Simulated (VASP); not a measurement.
# B10Ru (P4/mmm) in VASP: single point with PBE

Aim: the single point of B10Ru with PBE.

Program: VASP 6.6.1. These are calculated values, not measurements. Logs are shortened: lines on timing, memory, paths and dates and some standing lists are left out, and cuts for length are marked.

### Step 1. The cell of the first run

The structure is tetragonal, space group P4/mmm (No. 123). Conventional cell: a = 4.813 Å, b = 4.813 Å, c = 3.694 Å, α = 90.00°, β = 90.00°, γ = 90.00°. Within 1.8 Å of B (site symmetry m2m) lie 1 B at 1.32 Å and 1 Ru at 1.75 Å. Within 1.6 Å of B (site symmetry mmm) lie 2 B at 1.19 Å. B (site symmetry m2m) has 1 B at 1.19 Å within 1.6 Å. Within 2.3 Å of Ru (site symmetry 4/mmm) lie 4 B at 1.75 Å.

### Step 2. Single point, PBE

The input, INCAR:

```
PREC = Accurate
ENCUT = 520
EDIFF = 1E-6
ISMEAR = 0
SIGMA = 0.1
LREAL = F
LASPH = T
NELM = 100
ALGO = Normal
ISIF = 2
LWAVE = F
LCHARG = T
GGA = PE
LELF = T
LVHAR = T
NBANDS = 33
```

The input, KPOINTS:

```
Automatic mesh
0
Gamma
  4 4 6
```

The input, POSCAR:

```
B10Ru
1.0
    4.8128342700      0.0000000000      0.0000000000
    0.0000000000      4.8128342700      0.0000000000
    0.0000000000      0.0000000000      3.6942308200
B Ru
10 1
Direct
    0.3628760800      0.0000000000      0.0000000000
    0.6371239200      0.0000000000      0.0000000000
    0.0000000000      0.3628760800      0.0000000000
    0.0000000000      0.6371239200      0.0000000000
    0.0000000000      0.5000000000      0.5000000000
    0.5000000000      0.0000000000      0.5000000000
    0.7523976900      0.5000000000      0.5000000000
    0.2476023100      0.5000000000      0.5000000000
    0.5000000000      0.7523976900      0.5000000000
    0.5000000000      0.2476023100      0.5000000000
    0.0000000000      0.0000000000      0.0000000000
```

Potentials or basis: VASP PAW PBE potentials, release 64 (B, Ru_pv).

Launch:

```console
> cat potpaw_PBE.64/B/POTCAR potpaw_PBE.64/Ru_pv/POTCAR > POTCAR
> mpirun -np 1 vasp_std > vasp.out
```

OUTCAR:

```text
PREC = Accurate
   ENCUT = 520
   EDIFF = 1E-6
   ISMEAR = 0
   LREAL = F
   LASPH = T
   NELM = 100
   ISIF = 2
   GGA = PE

 ion  position               nearest neighbor table
   1  0.363  0.000  0.000-   2 1.32  11 1.75   6 1.96   6 1.96
   2  0.637  0.000  0.000-   1 1.32  11 1.75   6 1.96   6 1.96
   3  0.000  0.363  0.000-   4 1.32  11 1.75   5 1.96   5 1.96
   4  0.000  0.637  0.000-   3 1.32  11 1.75   5 1.96   5 1.96
   5  0.000  0.500  0.500-   7 1.19   8 1.19   3 1.96   4 1.96   3 1.96   4 1.96
   6  0.500  0.000  0.500-   9 1.19  10 1.19   1 1.96   2 1.96   1 1.96   2 1.96
   7  0.752  0.500  0.500-   5 1.19   9 1.72  10 1.72
   8  0.248  0.500  0.500-   5 1.19   9 1.72  10 1.72
   9  0.500  0.752  0.500-   6 1.19   7 1.72   8 1.72
  10  0.500  0.248  0.500-   6 1.19   7 1.72   8 1.72
  11  0.000  0.000  0.000-   1 1.75   2 1.75   3 1.75   4 1.75

  LATTYP: Found a simple tetragonal cell.
 ALAT       =     4.8128342700
 C/A-ratio  =     0.7675790631

  Lattice vectors:

 A1 = (   4.8128342700,   0.0000000000,   0.0000000000)
 A2 = (   0.0000000000,   4.8128342700,   0.0000000000)
 A3 = (   0.0000000000,   0.0000000000,   3.6942308200)

Analysis of symmetry for initial positions (statically):
=====================================================================
 Subroutine PRICEL returns:
 Original cell was already a primitive cell.

 Routine SETGRP: Setting up the symmetry group for a
 simple tetragonal supercell.

 Subroutine GETGRP returns: Found 16 space group operations
 (whereof 16 operations were pure point group operations)
 out of a pool of 16 trial point group operations.

The static configuration has the point symmetry D_4h.

Analysis of symmetry for dynamics (positions and initial velocities):
=====================================================================
 Subroutine PRICEL returns:
 Original cell was already a primitive cell.

 Routine SETGRP: Setting up the symmetry group for a
 simple tetragonal supercell.

 Subroutine GETGRP returns: Found 16 space group operations
 (whereof 16 operations were pure point group operations)
 out of a pool of 16 trial point group operations.

The dynamic configuration has the point symmetry D_4h.

 Subroutine INISYM returns: Found 16 space group operations
 (whereof 16 operations are pure point group operations),
 and found     1 'primitive' translations

----------------------------------------------------------------------------------------

                                     Primitive cell

  volume of cell :      85.5708

  direct lattice vectors                    reciprocal lattice vectors
     4.812834270  0.000000000  0.000000000     0.207777776  0.000000000  0.000000000
     0.000000000  4.812834270  0.000000000     0.000000000  0.207777776  0.000000000
     0.000000000  0.000000000  3.694230820     0.000000000  0.000000000  0.270692344

  length of vectors
     4.812834270  4.812834270  3.694230820     0.207777776  0.207777776  0.270692344

  position of ions in fractional coordinates (direct lattice)
     0.362876080  0.000000000  0.000000000
     0.637123920  0.000000000  0.000000000
     0.000000000  0.362876080  0.000000000
     0.000000000  0.637123920  0.000000000
     0.000000000  0.500000000  0.500000000
     0.500000000  0.000000000  0.500000000
     0.752397690  0.500000000  0.500000000
     0.247602310  0.500000000  0.500000000
     0.500000000  0.752397690  0.500000000
     0.500000000  0.247602310  0.500000000
     0.000000000  0.000000000  0.000000000

  ion indices of the primitive-cell ions
   primitive index   ion index
                 1           1
                 2           2
                 3           3
                 4           4
                 5           5
                 6           6
                 7           7
                 8           8
                 9           9
                10          10
                11          11

----------------------------------------------------------------------------------------

 KPOINTS: Automatic mesh

Automatic generation of k-mesh.
 Grid dimensions read from file:
 generate k-points for:    4    4    6

 Generating k-lattice:

  Cartesian coordinates                     Fractional coordinates (reciprocal lattice)
     0.051944444  0.000000000  0.000000000     0.250000000  0.000000000  0.000000000
     0.000000000  0.051944444  0.000000000     0.000000000  0.250000000  0.000000000
     0.000000000  0.000000000  0.045115391     0.000000000  0.000000000  0.166666667

  Length of vectors
     0.051944444  0.051944444  0.045115391

  Shift w.r.t. Gamma in fractional coordinates (k-lattice)
     0.000000000  0.000000000  0.000000000

 Subroutine IBZKPT returns following result:
 ===========================================

 Found     24 irreducible k-points:

 Following reciprocal coordinates:
            Coordinates               Weight
  0.000000  0.000000  0.000000      1.000000
  0.250000  0.000000  0.000000      4.000000
  0.500000  0.000000  0.000000      2.000000
  0.250000  0.250000  0.000000      4.000000
  0.500000  0.250000  0.000000      4.000000
  0.500000  0.500000  0.000000      1.000000
[... 16 lines left out ...]
  0.500000  0.250000  0.500000      4.000000
  0.500000  0.500000  0.500000      1.000000
   k-points           NKPTS =     24   k-points in BZ     NKDIM =     24   number of bands    NBANDS=     33
   number of dos      NEDOS =    301   number of ions     NIONS =     11
   total plane-waves  NPLWV =  36288
   dimension x,y,z NGX =    36 NGY =   36 NGZ =   28
   dimension x,y,z NGXF=    72 NGYF=   72 NGZF=   56
   ions per type =              10   1
   NGX,Y,Z   is equivalent  to a cutoff of  12.44, 12.44, 12.60 a.u.
   NGXF,Y,Z  is equivalent  to a cutoff of  24.87, 24.87, 25.20 a.u.
 SYSTEM =  unknown system
   PREC   = accura    normal or accurate (medium, high low for compatibility)
   ISTART =      0    job   : 0-new  1-cont  2-samecut
   ICHARG =      2    charge: 1-file 2-atom 10-const
   ISPIN  =      1    spin polarized calculation?
   LNONCOLLINEAR =      F non collinear calculations
   LSORBIT =      F    spin-orbit coupling
   LASPH  =      T    aspherical Exc in radial PAW
   ENCUT  =  520.0 eV  38.22 Ry    6.18 a.u.   8.95  8.95  6.87*2*pi/ulx,y,z
   NELM   =    100;   NELMIN=  2; NELMDL= -5     # of ELM steps
   EDIFF  = 0.1E-05   stopping-criterion for ELM
   LREAL  =      F    real-space projection
   EDIFFG = 0.1E-04   stopping-criterion for IOM
   NSW    =      0    number of steps for IOM
   IBRION =     -1    ionic relax: 0-MD 1-quasi-New 2-CG
   NFREE  =      0    steps in history (QN), initial steepest desc. (CG)
   ISIF   =      2    stress and relaxation
   ISYM   =      2    0-nonsym 1-usesym 2-fastsym
   POTIM  = 0.5000    time-step for ionic-motion
   TEBEG  =    0.0;   TEEND  =   0.0 temperature during run
   PSTRESS=    0.0 pullay stress
   NELECT =      44.0000    total number of electrons
   NUPDOWN=      -1.0000    fix difference up-down
   EMIN   =  10.00;   EMAX   =-10.00  energy-range for DOS
   EFERMI =   0.00;   METHOD = LEGACY
   ISMEAR =     0;   SIGMA  =   0.10  broadening in eV -4-tet -1-fermi 0-gaus
   EFERMI_NEDOS =   21; number of points for ismear=-14 and -15
   IALGO  =     38    algorithm
   IMIX   =      4    mixing-type and parameters
     AMIX     =   0.40;   BMIX     =  1.00
     AMIX_MAG =   1.60;   BMIX_MAG =  1.00
  volume/ion in A,a.u.               =       7.78        52.50
  Fermi-wavevector in a.u.,A,eV,Ry     =   1.311547  2.478464 23.404128  1.720155
  Thomas-Fermi vector in A             =   2.442001
   LORBIT       =      0    0 simple, 1 ext, 2 COOP (PROOUT), +10 PAW based schemes
   GGA     = PE    functional components
   LHFCALC =     F    Hartree Fock is set to
   AEXX    =    0.0000 exact exchange contribution
   IVDW    =     0    specifies the selected vdW correction
   LEPSILON=     F    determine dielectric tensor
   LRPA    =     F    only Hartree local field effects (RPA)
 non-spin polarized calculation
 Gauss-broadening in eV      SIGMA  =   0.10
  energy-cutoff  :      520.00
  volume of cell :       85.57
 maximum number of plane-waves:      2320
 NGX is ok and might be reduce to    36
   NGX = 17   NGY = 17   NGZ = 13

 number of electron      44.0000003 magnetization

 Free energy of the ion-electron system (eV)
  ---------------------------------------------------
  ext. energy  EPLUGINS =         0.00000000
  ---------------------------------------------------
  free energy    TOTEN  =       -37.88119950 eV

  energy without entropy =      -37.86633240  energy(sigma->0) =      -37.87376595

 E-fermi :   6.6126     XC(G=0): -11.7433

 val. band max:        6.5670514136   @ k =   0.5000   0.2500   0.1667
 cond. band min:       6.6531954641   @ k =   0.5000   0.2500   0.0000
 fundamental gap:      0.0861440505
 Fermi energy:         6.6125792847

 k-point     1 :       0.0000    0.0000    0.0000
  band No.  band energies     occupation
      1     -36.2437      2.00000
      2     -36.2437      2.00000
      3     -35.1706      2.00000
      4      -8.1189      2.00000
      5      -6.0928      2.00000
      6      -2.2623      2.00000
[... 25 lines left out ...]
     32      14.6130      0.00000
     33      14.6130      0.00000

 k-point     2 :       0.2500    0.0000    0.0000
  band No.  band energies     occupation
      1     -36.2442      2.00000
      2     -36.2437      2.00000
      3     -35.1705      2.00000
      4      -7.8597      2.00000
      5      -6.4020      2.00000
      6      -2.8754      2.00000
[... 25 lines left out ...]
     32      14.4188      0.00000
     33      14.8129      0.00000
[... 754 lines left out ...]
     32      13.0237      0.00000
     33      14.8759      0.00000

 k-point    24 :       0.5000    0.5000    0.5000
  band No.  band energies     occupation
      1     -36.2432      2.00000
      2     -36.2432      2.00000
      3     -35.1861      2.00000
      4      -5.1644      2.00000
      5      -5.1644      2.00000
      6      -4.8741      2.00000
[... 25 lines left out ...]
     32      12.1718      0.00000
     33      15.9911      0.00000

------------------------ aborting loop because EDIFF is reached ----------------------------------------

  FORCE on cell =-STRESS in cart. coord.  units (eV):
  Direction    XX          YY          ZZ          XY          YZ          ZX
  --------------------------------------------------------------------------------------
  -------------------------------------------------------------------------------------
  Total      107.5720890    107.5720890      6.1628618      0.0000000      0.0000000      0.0000000
  in kB     2014.1153698   2014.1153698    115.3897326      0.0000000      0.0000000      0.0000000
  external PRESSURE =    1381.2068240 kB  Pullay stress =       0.0000000 kB

 VOLUME and BASIS-vectors are now :
 -----------------------------------------------------------------------------
  energy-cutoff  :      520.00
  volume of cell :       85.57
      direct lattice vectors                 reciprocal lattice vectors
     4.812834270  0.000000000  0.000000000     0.207777776  0.000000000  0.000000000
     0.000000000  4.812834270  0.000000000     0.000000000  0.207777776  0.000000000
     0.000000000  0.000000000  3.694230820     0.000000000  0.000000000  0.270692344

 POSITION                                       TOTAL-FORCE (eV/Angst)
 -----------------------------------------------------------------------------------
      1.74646      0.00000      0.00000        -6.165772      0.000000     -0.000000
      3.06637      0.00000      0.00000         6.165772     -0.000000      0.000000
      0.00000      1.74646      0.00000        -0.000000     -6.165772     -0.000000
      0.00000      3.06637      0.00000        -0.000000      6.165772     -0.000000
      0.00000      2.40642      1.84712        -0.000000      0.000000      0.000000
      2.40642      0.00000      1.84712        -0.000000      0.000000      0.000000
      3.62117      2.40642      1.84712       -25.557473      0.000000      0.000000
      1.19167      2.40642      1.84712        25.557473     -0.000000     -0.000000
      2.40642      3.62117      1.84712        -0.000000    -25.557473      0.000000
      2.40642      1.19167      1.84712        -0.000000     25.557473      0.000000
      0.00000      0.00000      0.00000        -0.000000      0.000000      0.000000
 -----------------------------------------------------------------------------------
    total drift:                               -0.000000     -0.000000     -0.000000

  FREE ENERGIE OF THE ION-ELECTRON SYSTEM (eV)
  ---------------------------------------------------
  free  energy   TOTEN  =       -37.8811994966 eV

  energy  without entropy=      -37.8663323970  energy(sigma->0) =      -37.87376595
```

Wall time 41 s (1 thread of AMD EPYC 9R45 (Zen 5), shared host); peak memory 0.18 GiB.

What came out:

```yaml
Free_energy: -37.8812 eV
Pressure: 138.1 GPa
Largest_force: 25.557 eV/Å
Band_gap_on_the_k_mesh: zero (band 22 reaches 7.06 eV, above the bottom of band 23 at 6.16 eV)
```

Forces on the atoms (eV/Å):
```
B    -6.166   0.000   0.000
B     6.166   0.000   0.000
B     0.000  -6.166   0.000
B     0.000   6.166   0.000
B     0.000   0.000   0.000
B     0.000   0.000   0.000
B   -25.557   0.000   0.000
B    25.557   0.000   0.000
B     0.000 -25.557   0.000
B     0.000  25.557   0.000
Ru    0.000   0.000   0.000
```

Caveat: forces of over 1 eV/Å act on the atoms, so gaps and moduli don't describe the material at rest.
